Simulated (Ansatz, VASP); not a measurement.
# AgI: VASP beside Ansatz

INCAR

```
SYSTEM = AgI
ALGO = Normal
EDIFF = 1E-6
ENCUT = 500
GGA_COMPAT = .False.
ISIF = 2
ISMEAR = 0
LASPH = .True.
LCHARG = .True.
LELF = .True.
LREAL = .False.
LVHAR = .True.
LWAVE = .False.
NBANDS = 26
NELM = 120
PREC = Accurate
SIGMA = 0.01
```

KPOINTS

```
k-points
0
Gamma
  6 6 4
  0 0 0
```

The input POSCAR:

```
AgI
1.0
    4.5900000000      0.0000000000      0.0000000000
   -2.2950000000      3.9750566000      0.0000000000
    0.0000000000      0.0000000000      7.5200000000
Ag I
2 2
Direct
    0.6666666700      0.3333333300      0.6300000000
    0.3333333300      0.6666666700      0.1300000000
    0.6666666700      0.3333333300      0.0000000000
    0.3333333300      0.6666666700      0.5000000000
```

Input for Ansatz:

```yaml
crystal:
  lattice:
    - [4.59, 0.0, 0.0]
    - [-2.295, 3.9750566, 0.0]
    - [0.0, 0.0, 7.52]
  atoms:
    - { symbol: Ag, position: [0.66666667, 0.33333333, 0.63] }
    - { symbol: Ag, position: [0.33333333, 0.66666667, 0.13] }
    - { symbol: I, position: [0.66666667, 0.33333333, 0.0] }
    - { symbol: I, position: [0.33333333, 0.66666667, 0.5] }
basis:
  ecutwfc: 435.382179935808
kpoints:
  mp_grid:
    grid: [6, 6, 4]
  band_path:
    path:
      - [0.0, 0.0, 0.0]
      - [0.5, 0.0, 0.0]
      - [0.33333, 0.33333, 0.0]
      - [0.0, 0.0, 0.0]
      - [0.0, 0.0, 0.5]
      - [0.5, 0.0, 0.5]
    npoints: 4
hamiltonian:
  xc: lda
  pseudopotentials:
    kind: paw
scf:
  n_extra_bands: 8
  occupations:
    method: fixed
output:
  write_density: true
```

Alike in both runs: task single point; functional LDA; k mesh 6 × 6 × 4; no spin polarisation.

|  | VASP | Ansatz |
| --- | --- | --- |
| version | VASP 6.6.1 | Ansatz 0.2.0 |
| potentials or method | VASP PAW LDA potentials, release 64 (Ag, I), cutoff 500 eV | plane waves, PAW |
| occupations | gaussian, width 0.01 eV | fixed |
| valence electrons in the cell | 36 | 72 |

|  | VASP | Ansatz | Ansatz less VASP |
| --- | --- | --- | --- |
| gap on the k mesh at the Fermi level (eV) | 1.12 | 1.09 | -0.034 |

LDA's correlation is that of Perdew and Zunger in VASP and of Perdew and Wang (1992) in Ansatz. VASP's potentials hold 36 valence electrons a cell and Ansatz's 72, so a difference there can come from the potentials and not from the codes.

Spin-orbit coupling is off throughout.
